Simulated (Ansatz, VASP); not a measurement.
# Two plane-wave programs on Mg

File INCAR:

```
SYSTEM = Mg
ALGO     = Normal         ! electronic algorithm
EDIFF    = 1E-6           ! SCF threshold, eV
EDIFFG   = -0.01          ! ionic threshold
ENCUT    = 600            ! plane-wave cutoff, eV
GGA      = PS             ! functional
IBRION   = 2              ! ionic algorithm
ISIF     = 3              ! what is computed and relaxed
ISMEAR   = -1             ! smearing method
IVDW     = 12             ! dispersion correction
LASPH    = .TRUE.         ! aspherical terms in the spheres
LCHARG   = .FALSE.        ! write CHGCAR
LREAL    = .FALSE.        ! projectors in reciprocal space
LWAVE    = .FALSE.        ! write WAVECAR
NELM     = 80             ! most SCF steps
NSW      = 60             ! ionic steps
PREC     = Accurate       ! precision mode
SIGMA    = 0.05           ! smearing width, eV
```

Contents of KPOINTS:

```
k-points
0
G
  10 10 3
  0 0 0
```

The input POSCAR:

```
Mg
1.0
    3.1768261656      0.0000000000      0.0000000000
   -1.5884130828      2.7512121628      0.0000000000
    0.0000000000      0.0000000000     10.3188620100
Mg
4
Direct
    0.6666666667      0.3333333333      0.7500000000
    0.0000000000      0.0000000000      0.5000000000
    0.3333333333      0.6666666667      0.2500000000
    0.0000000000      0.0000000000      0.0000000000
```

Contents of input.yaml:

```yaml
crystal:
  lattice:
    - [3.1768261656, 0.0, 0.0]
    - [-1.5884130828, 2.7512121628, 0.0]
    - [0.0, 0.0, 10.31886201]
  atoms:
    - { symbol: Mg, position: [0.6666666667, 0.3333333333, 0.75] }
    - { symbol: Mg, position: [0.0, 0.0, 0.5] }
    - { symbol: Mg, position: [0.3333333333, 0.6666666667, 0.25] }
    - { symbol: Mg, position: [0.0, 0.0, 0.0] }
hamiltonian:
  xc: pbesol
  pseudopotentials: { kind: paw }
  dispersion: d3bj
kpoints:
  mp_grid: { grid: [10, 10, 3] }
scf:
  occupations: { method: fermi_dirac, width: 0.05 }
output:
  forces: true
  stress: true
  write_density: true
  write_potential: true
  elf: true
  volumetric_format: npy
relax:
  f_tol: 0.01
  max_steps: 40
  cell: { stress_tol: 0.05 }
```

Alike in both runs: task relaxation of cell and atoms; functional PBEsol; dispersion D3(BJ); k mesh 10 × 10 × 3; occupations fermi-dirac, width 0.05 eV; no spin polarisation.

```csv
,VASP,Ansatz
version,VASP 6.6.1,Ansatz 0.2.0
potentials or method,"VASP PAW PBE potentials, release 64 (Mg)",Ansatz PAW
plane-wave cutoff (eV),600,420
valence electrons in the cell,8,40
```

|  | VASP | Ansatz | Ansatz less VASP |
| --- | --- | --- | --- |
| gap on the k mesh at the Fermi level, each at its own relaxed structure (eV) | none | none | - |
| relaxed volume (Å³/atom) | 21.45 | 21.47 | +0.019 |
| relaxed cell length with the largest relative difference (Å) | 10.248 | 10.255 | +0.0075 |

VASP's potentials were made for PBE, not for PBEsol. A gap of «none» marks a metal or a gap that the smearing closes. VASP's potentials hold 8 valence electrons a cell and Ansatz's 40, so a difference there can come from the potentials and not from the codes.

Noted on Ansatz's run: the plane-wave basis is chosen anew once the cell has moved, so the energies of steps on either side of that aren't comparable.
